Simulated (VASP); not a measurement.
# NbRu3C (Pm-3m) in VASP: notebook

NbRu3C is run at these levels: RPBE, revPBE, BLYP; tasks: single point.

Everything below comes from runs of VASP 6.6.1. Logs are shortened: lines on timing, memory, paths and dates and some standing lists are left out, and cuts for length are marked.

## 1. The cell of the first run

It takes space group Pm-3m (No. 221, cubic). Conventional cell: a = 4.065 Å, b = 4.065 Å, c = 4.065 Å, α = 90.00°, β = 90.00°, γ = 90.00°. Ru (site symmetry 4/mmm) has 2 C at 2.03 Å within 2.7 Å. Within 3.8 Å of Nb (site symmetry m-3m) lie 12 Ru at 2.87 Å and 8 C at 3.52 Å. Within 2.7 Å of C (site symmetry m-3m) lie 6 Ru at 2.03 Å.

## 2. Single point, RPBE

Contents of INCAR:

```
PREC = Accurate
ENCUT = 520
EDIFF = 1E-6
ISMEAR = -1
SIGMA = 0.05
LREAL = False
LASPH = True
NELM = 100
ALGO = Normal
ISIF = 2
LWAVE = False
LCHARG = False
GGA = RP
NBANDS = 38
```

Contents of KPOINTS:

```
Automatic mesh
0
Gamma
  7 7 7
```

Contents of POSCAR:

```
NbRu3C
1.0
    4.0651380000      0.0000000000      0.0000000000
    0.0000000000      4.0651380000      0.0000000000
    0.0000000000      0.0000000000      4.0651380000
Ru Nb C
3 1 1
Direct
    0.5000000000      0.5000000000      0.0000000000
    0.5000000000      0.0000000000      0.5000000000
    0.0000000000      0.5000000000      0.5000000000
    0.0000000000      0.0000000000      0.0000000000
    0.5000000000      0.5000000000      0.5000000000
```

Potentials or basis: VASP PAW PBE potentials, release 64 (Ru_pv, Nb_sv, C).

Command:

```console
cat potpaw_PBE.64/Ru_pv/POTCAR potpaw_PBE.64/Nb_sv/POTCAR potpaw_PBE.64/C/POTCAR > POTCAR
mpirun -np 1 vasp_std > vasp.out
```

OUTCAR:

```text
PREC = Accurate
   ENCUT = 520
   EDIFF = 1E-6
   ISMEAR = -1
   LREAL = False
   LASPH = True
   NELM = 100
   ISIF = 2
   GGA = RP

 ion  position               nearest neighbor table
   1  0.500  0.500  0.000-   5 2.03   5 2.03   4 2.87   2 2.87   2 2.87   3 2.87   3 2.87   2 2.87
                             4 2.87   2 2.87   3 2.87   4 2.87   3 2.87   4 2.87
   2  0.500  0.000  0.500-   5 2.03   5 2.03   4 2.87   1 2.87   1 2.87   4 2.87   1 2.87   3 2.87
                             3 2.87   1 2.87   3 2.87   4 2.87   4 2.87   3 2.87
   3  0.000  0.500  0.500-   5 2.03   5 2.03   4 2.87   1 2.87   1 2.87   4 2.87   2 2.87   4 2.87
                             4 2.87   1 2.87   2 2.87   2 2.87   1 2.87   2 2.87
   4  0.000  0.000  0.000-   1 2.87   2 2.87   3 2.87   2 2.87   3 2.87   1 2.87   3 2.87   3 2.87
                             1 2.87   2 2.87   2 2.87   1 2.87
   5  0.500  0.500  0.500-   1 2.03   2 2.03   3 2.03   1 2.03   2 2.03   3 2.03

  LATTYP: Found a simple cubic cell.
 ALAT       =     4.0651380000

  Lattice vectors:

 A1 = (   4.0651380000,   0.0000000000,   0.0000000000)
 A2 = (   0.0000000000,   4.0651380000,   0.0000000000)
 A3 = (   0.0000000000,   0.0000000000,   4.0651380000)

Analysis of symmetry for initial positions (statically):
=====================================================================
 Subroutine PRICEL returns:
 Original cell was already a primitive cell.

 Routine SETGRP: Setting up the symmetry group for a
 simple cubic supercell.

 Subroutine GETGRP returns: Found 48 space group operations
 (whereof 48 operations were pure point group operations)
 out of a pool of 48 trial point group operations.

The static configuration has the point symmetry O_h .

Analysis of symmetry for dynamics (positions and initial velocities):
=====================================================================
 Subroutine PRICEL returns:
 Original cell was already a primitive cell.

 Routine SETGRP: Setting up the symmetry group for a
 simple cubic supercell.

 Subroutine GETGRP returns: Found 48 space group operations
 (whereof 48 operations were pure point group operations)
 out of a pool of 48 trial point group operations.

The dynamic configuration has the point symmetry O_h .

 Subroutine INISYM returns: Found 48 space group operations
 (whereof 48 operations are pure point group operations),
 and found     1 'primitive' translations

----------------------------------------------------------------------------------------

                                     Primitive cell

  volume of cell :      67.1778

  direct lattice vectors                    reciprocal lattice vectors
     4.065138000  0.000000000  0.000000000     0.245994109  0.000000000  0.000000000
     0.000000000  4.065138000  0.000000000     0.000000000  0.245994109  0.000000000
     0.000000000  0.000000000  4.065138000     0.000000000  0.000000000  0.245994109

  length of vectors
     4.065138000  4.065138000  4.065138000     0.245994109  0.245994109  0.245994109

  position of ions in fractional coordinates (direct lattice)
     0.500000000  0.500000000  0.000000000
     0.500000000  0.000000000  0.500000000
     0.000000000  0.500000000  0.500000000
     0.000000000  0.000000000  0.000000000
     0.500000000  0.500000000  0.500000000

  ion indices of the primitive-cell ions
   primitive index   ion index
                 1           1
                 2           2
                 3           3
                 4           4
                 5           5

----------------------------------------------------------------------------------------

 KPOINTS: Automatic mesh

Automatic generation of k-mesh.
 Grid dimensions read from file:
 generate k-points for:    7    7    7

 Generating k-lattice:

  Cartesian coordinates                     Fractional coordinates (reciprocal lattice)
     0.035142016  0.000000000  0.000000000     0.142857143  0.000000000  0.000000000
     0.000000000  0.035142016  0.000000000     0.000000000  0.142857143  0.000000000
     0.000000000  0.000000000  0.035142016     0.000000000  0.000000000  0.142857143

  Length of vectors
     0.035142016  0.035142016  0.035142016

  Shift w.r.t. Gamma in fractional coordinates (k-lattice)
     0.000000000  0.000000000  0.000000000

 Subroutine IBZKPT returns following result:
 ===========================================

 Found     20 irreducible k-points:

 Following reciprocal coordinates:
            Coordinates               Weight
  0.000000  0.000000  0.000000      1.000000
  0.142857  0.000000  0.000000      6.000000
  0.285714  0.000000  0.000000      6.000000
  0.428571  0.000000  0.000000      6.000000
  0.142857  0.142857  0.000000     12.000000
  0.285714  0.142857  0.000000     24.000000
[... 12 lines left out ...]
  0.428571  0.428571  0.285714     24.000000
  0.428571  0.428571  0.428571      8.000000
   k-points           NKPTS =     20   k-points in BZ     NKDIM =     20   number of bands    NBANDS=     38
   number of dos      NEDOS =    301   number of ions     NIONS =      5
   total plane-waves  NPLWV =  27000
   dimension x,y,z NGX =    30 NGY =   30 NGZ =   30
   dimension x,y,z NGXF=    60 NGYF=   60 NGZF=   60
   ions per type =               3   1   1
   NGX,Y,Z   is equivalent  to a cutoff of  12.27, 12.27, 12.27 a.u.
   NGXF,Y,Z  is equivalent  to a cutoff of  24.54, 24.54, 24.54 a.u.
 SYSTEM =  unknown system
   PREC   = accura    normal or accurate (medium, high low for compatibility)
   ISTART =      0    job   : 0-new  1-cont  2-samecut
   ICHARG =      2    charge: 1-file 2-atom 10-const
   ISPIN  =      1    spin polarized calculation?
   LNONCOLLINEAR =      F non collinear calculations
   LSORBIT =      F    spin-orbit coupling
   LASPH  =      T    aspherical Exc in radial PAW
   ENCUT  =  520.0 eV  38.22 Ry    6.18 a.u.   7.56  7.56  7.56*2*pi/ulx,y,z
   NELM   =    100;   NELMIN=  2; NELMDL= -5     # of ELM steps
   EDIFF  = 0.1E-05   stopping-criterion for ELM
   LREAL  =      F    real-space projection
   EDIFFG = 0.1E-04   stopping-criterion for IOM
   NSW    =      0    number of steps for IOM
   IBRION =     -1    ionic relax: 0-MD 1-quasi-New 2-CG
   NFREE  =      0    steps in history (QN), initial steepest desc. (CG)
   ISIF   =      2    stress and relaxation
   ISYM   =      2    0-nonsym 1-usesym 2-fastsym
   POTIM  = 0.5000    time-step for ionic-motion
   TEBEG  =    0.0;   TEEND  =   0.0 temperature during run
   PSTRESS=    0.0 pullay stress
   NELECT =      59.0000    total number of electrons
   NUPDOWN=      -1.0000    fix difference up-down
   EMIN   =  10.00;   EMAX   =-10.00  energy-range for DOS
   EFERMI =   0.00;   METHOD = LEGACY
   ISMEAR =    -1;   SIGMA  =   0.05  broadening in eV -4-tet -1-fermi 0-gaus
   EFERMI_NEDOS =   21; number of points for ismear=-14 and -15
   IALGO  =     38    algorithm
   IMIX   =      4    mixing-type and parameters
     AMIX     =   0.40;   BMIX     =  1.00
     AMIX_MAG =   1.60;   BMIX_MAG =  1.00
  volume/ion in A,a.u.               =      13.44        90.67
  Fermi-wavevector in a.u.,A,eV,Ry     =   1.567774  2.962664 33.441981  2.457916
  Thomas-Fermi vector in A             =   2.669904
   LORBIT       =      0    0 simple, 1 ext, 2 COOP (PROOUT), +10 PAW based schemes
   GGA     = RP    functional components
   LHFCALC =     F    Hartree Fock is set to
   AEXX    =    0.0000 exact exchange contribution
   IVDW    =     0    specifies the selected vdW correction
   LEPSILON=     F    determine dielectric tensor
   LRPA    =     F    only Hartree local field effects (RPA)
 non-spin polarized calculation
  energy-cutoff  :      520.00
  volume of cell :       67.18
 maximum number of plane-waves:      1839
 NGX is ok and might be reduce to    30
   NGX = 15   NGY = 15   NGZ = 15

 number of electron      59.0000034 magnetization

 Free energy of the ion-electron system (eV)
  ---------------------------------------------------
  ext. energy  EPLUGINS =         0.00000000
  ---------------------------------------------------
  free energy    TOTEN  =       -44.45662718 eV

  energy without entropy =      -44.43356900  energy(sigma->0) =      -44.44509809

 E-fermi :  12.1950     XC(G=0): -13.2651

 val. band max:       12.1448681610   @ k =   0.4286   0.1429   0.1429
 cond. band min:      12.2014725569   @ k =   0.4286   0.1429   0.1429
 fundamental gap:      0.0566043959
 Fermi energy:        12.1950421944

 k-point     1 :       0.0000    0.0000    0.0000
  band No.  band energies     occupation
      1     -43.8999      2.00000
      2     -31.5163      2.00000
      3     -31.5163      2.00000
      4     -31.5163      2.00000
      5     -30.8653      2.00000
      6     -30.8653      2.00000
[... 30 lines left out ...]
     37      15.0838      0.00000
     38      17.3964      0.00000

 k-point     2 :       0.1429    0.0000    0.0000
  band No.  band energies     occupation
      1     -43.9000      2.00000
      2     -31.5107      2.00000
      3     -31.5107      2.00000
      4     -31.5066      2.00000
      5     -30.8763      2.00000
      6     -30.8706      2.00000
[... 30 lines left out ...]
     37      15.0727      0.00000
     38      17.0337      0.00000

 k-point     3 :       0.2857    0.0000    0.0000
  band No.  band energies     occupation
      1     -43.9001      2.00000
      2     -31.4978      2.00000
      3     -31.4978      2.00000
      4     -31.4833      2.00000
      5     -30.9024      2.00000
      6     -30.8842      2.00000
[... 30 lines left out ...]
     37      15.0509      0.00000
[... 617 lines left out ...]
 k-point    19 :       0.4286    0.4286    0.2857
  band No.  band energies     occupation
      1     -43.8984      2.00000
      2     -31.7703      2.00000
      3     -31.3233      2.00000
      4     -31.2759      2.00000
      5     -31.0514      2.00000
      6     -31.0229      2.00000
[... 30 lines left out ...]
     37      15.7444      0.00000
     38      16.7626      0.00000

 k-point    20 :       0.4286    0.4286    0.4286
  band No.  band energies     occupation
      1     -43.8978      2.00000
      2     -31.8157      2.00000
      3     -31.2749      2.00000
      4     -31.2749      2.00000
      5     -31.0550      2.00000
      6     -31.0539      2.00000
[... 30 lines left out ...]
     37      14.7098      0.00000
     38      17.4458      0.00000

------------------------ aborting loop because EDIFF is reached ----------------------------------------

  FORCE on cell =-STRESS in cart. coord.  units (eV):
  Direction    XX          YY          ZZ          XY          YZ          ZX
  --------------------------------------------------------------------------------------
  -------------------------------------------------------------------------------------
  Total        0.1709822      0.1709822      0.1709822     -0.0000000     -0.0000000      0.0000000
  in kB        4.0778911      4.0778911      4.0778911     -0.0000000     -0.0000000      0.0000000
  external PRESSURE =       4.0778911 kB  Pullay stress =       0.0000000 kB

 VOLUME and BASIS-vectors are now :
 -----------------------------------------------------------------------------
  energy-cutoff  :      520.00
  volume of cell :       67.18
      direct lattice vectors                 reciprocal lattice vectors
     4.065138000  0.000000000  0.000000000     0.245994109  0.000000000  0.000000000
     0.000000000  4.065138000  0.000000000     0.000000000  0.245994109  0.000000000
     0.000000000  0.000000000  4.065138000     0.000000000  0.000000000  0.245994109

 POSITION                                       TOTAL-FORCE (eV/Angst)
 -----------------------------------------------------------------------------------
      2.03257      2.03257      0.00000         0.000000      0.000000      0.000000
      2.03257      0.00000      2.03257         0.000000      0.000000      0.000000
      0.00000      2.03257      2.03257         0.000000      0.000000      0.000000
      0.00000      0.00000      0.00000         0.000000      0.000000      0.000000
      2.03257      2.03257      2.03257         0.000000      0.000000      0.000000
 -----------------------------------------------------------------------------------
    total drift:                                0.000000      0.000000     -0.000000

  FREE ENERGIE OF THE ION-ELECTRON SYSTEM (eV)
  ---------------------------------------------------
  free  energy   TOTEN  =       -44.4566271772 eV

  energy  without entropy=      -44.4335689986  energy(sigma->0) =      -44.44509809
```

It took 48 s on 1 thread of Intel Xeon Platinum 8488C (Sapphire Rapids), shared host; peak memory 0.19 GiB.

What came out:

```
Free energy            : -44.4566 eV
Pressure               : 0.4 GPa
Band gap on the k mesh : zero (an odd number of electrons rules out a gap without spin polarisation)
```

Levels at points of the mesh, in eV from the Fermi level:
| k point | band 25 | band 26 | band 27 | band 28 | band 29 | band 30 | band 31 | band 32 | band 33 | band 34 |
| --- | --- | --- | --- | --- | --- | --- | --- | --- | --- | --- |
| (0.00, 0.00, 0.00) | -2.55 | -2.55 | -1.38 | -1.38 | 0.61 | 0.64 | 0.64 | 0.64 | 1.82 | 1.82 |

Caveat: the PAW data sets were made with another functional, which shifts forces and pressure a little.

## 3. Single point, revPBE

Contents of INCAR:

```
SYSTEM = NbRu3C
PREC = Accurate ; ENCUT = 520
EDIFF = 1E-6 ; ISMEAR = -1
SIGMA = 0.05 ; LREAL = .False.
LASPH = .True. ; NELM = 60
ALGO = Normal ; ISIF = 2
LWAVE = .False. ; LCHARG = .True.
GGA = RE ; LELF = .True.
LVHAR = .True. ; NBANDS = 38
```

Contents of KPOINTS:

```
Automatic mesh
0
Gamma
  7 7 7
  0 0 0
```

POSCAR is that of step 2.

Potentials or basis: VASP PAW PBE potentials, release 64 (Ru_pv, Nb_sv, C).

Command:

```console
cat potpaw_PBE.64/Ru_pv/POTCAR potpaw_PBE.64/Nb_sv/POTCAR potpaw_PBE.64/C/POTCAR > POTCAR
mpirun -np 1 vasp_std > vasp.out
```

Wall time 57 s (1 thread of Intel Xeon Platinum 8488C (Sapphire Rapids), shared host); peak memory 0.19 GiB.

It converged, with:

- Free energy: -45.0424 eV
- Pressure: -0.7 GPa
- Band gap on the k mesh: zero (an odd number of electrons rules out a gap without spin polarisation)

Levels at points of the mesh, in eV from the Fermi level:
| k point | band 25 | band 26 | band 27 | band 28 | band 29 | band 30 | band 31 | band 32 | band 33 | band 34 |
| --- | --- | --- | --- | --- | --- | --- | --- | --- | --- | --- |
| (0.00, 0.00, 0.00) | -2.55 | -2.55 | -1.38 | -1.38 | 0.61 | 0.64 | 0.64 | 0.64 | 1.82 | 1.82 |

Caveat: the PAW data sets were made with another functional, which shifts forces and pressure a little.

## 4. Single point, BLYP

Contents of INCAR:

```
SYSTEM = NbRu3C
PREC = Accurate
ENCUT = 520
EDIFF = 1E-6
ISMEAR = -1
SIGMA = 0.05
LREAL = .FALSE.
LASPH = .TRUE.
NELM = 60
ALGO = Normal
ISIF = 2
LWAVE = .FALSE.
LCHARG = .FALSE.
GGA = B5
ALDAX = 1.0
AGGAX = 1.0
AGGAC = 1.0
ALDAC = 0.0
NBANDS = 38
```

Contents of KPOINTS:

```
regular mesh
0
G
  7 7 7
  0 0 0
```

POSCAR is that of step 3.

Potentials or basis: VASP PAW PBE potentials, release 64 (Ru_pv, Nb_sv, C).

Command:

```console
cat potpaw_PBE.64/Ru_pv/POTCAR potpaw_PBE.64/Nb_sv/POTCAR potpaw_PBE.64/C/POTCAR > POTCAR
mpirun -np 1 vasp_std > vasp.out
```

OUTCAR:

```text
SYSTEM = NbRu3C
   PREC = Accurate
   ENCUT = 520
   EDIFF = 1E-6
   ISMEAR = -1
   LREAL = .FALSE.
   LASPH = .TRUE.
   NELM = 60
   ISIF = 2
   GGA = B5

 ion  position               nearest neighbor table
   1  0.500  0.500  0.000-   5 2.03   5 2.03   4 2.87   2 2.87   2 2.87   3 2.87   3 2.87   2 2.87
                             4 2.87   2 2.87   3 2.87   4 2.87   3 2.87   4 2.87
   2  0.500  0.000  0.500-   5 2.03   5 2.03   4 2.87   1 2.87   1 2.87   4 2.87   1 2.87   3 2.87
                             3 2.87   1 2.87   3 2.87   4 2.87   4 2.87   3 2.87
   3  0.000  0.500  0.500-   5 2.03   5 2.03   4 2.87   1 2.87   1 2.87   4 2.87   2 2.87   4 2.87
[... 1021 lines left out ...]
  -------------------------------------------------------------------------------------
  Total        3.6434708      3.6434708      3.6434708     -0.0000000     -0.0000000     -0.0000000
  in kB       86.8960427     86.8960427     86.8960427     -0.0000000     -0.0000000     -0.0000000
  external PRESSURE =      86.8960427 kB  Pullay stress =       0.0000000 kB

 VOLUME and BASIS-vectors are now :
 -----------------------------------------------------------------------------
  energy-cutoff  :      520.00
  volume of cell :       67.18
      direct lattice vectors                 reciprocal lattice vectors
     4.065138000  0.000000000  0.000000000     0.245994109  0.000000000  0.000000000
     0.000000000  4.065138000  0.000000000     0.000000000  0.245994109  0.000000000
     0.000000000  0.000000000  4.065138000     0.000000000  0.000000000  0.245994109

 POSITION                                       TOTAL-FORCE (eV/Angst)
 -----------------------------------------------------------------------------------
      2.03257      2.03257      0.00000         0.000000      0.000000      0.000000
      2.03257      0.00000      2.03257         0.000000      0.000000      0.000000
      0.00000      2.03257      2.03257         0.000000      0.000000      0.000000
      0.00000      0.00000      0.00000         0.000000      0.000000      0.000000
      2.03257      2.03257      2.03257         0.000000      0.000000      0.000000
 -----------------------------------------------------------------------------------
    total drift:                                0.000000      0.000000     -0.000000

  FREE ENERGIE OF THE ION-ELECTRON SYSTEM (eV)
  ---------------------------------------------------
  free  energy   TOTEN  =       -41.2403145854 eV

  energy  without entropy=      -41.2160565714  energy(sigma->0) =      -41.22818558
```

It took 72 s on 1 thread of Intel Xeon Platinum 8488C (Sapphire Rapids), shared host; peak memory 0.19 GiB.

Results:

```yaml
Free_energy: -41.2403 eV
Pressure: 8.7 GPa
Band_gap_on_the_k_mesh: zero (an odd number of electrons rules out a gap without spin polarisation)
```

Caveat: the cell stands under pressure; the PAW data sets were made with another functional, which shifts forces and pressure a little.

## 5. Summary

```csv
level,gap on the mesh (eV),pressure (GPa)
RPBE,none,0.4
revPBE,none,-0.7
BLYP,none,8.7
```

Alike in all rows: task single point; potentials or basis VASP PAW PBE potentials, release 64 (Ru_pv, Nb_sv, C); no spin polarisation; cell as given; k mesh 7 × 7 × 7; cutoff (eV) 520; smearing fermi-dirac 0.05 eV.

The pressure there spans -0.7 GPa (revPBE) to 8.7 GPa (BLYP); a positive pressure means that this level wants a larger cell, a negative one a smaller.

Caveats: the PAW data sets were made with another functional, which shifts forces and pressure a little; the cell stands under pressure (at least some runs).

Absolute energies hang on the potentials; compare differences alone.
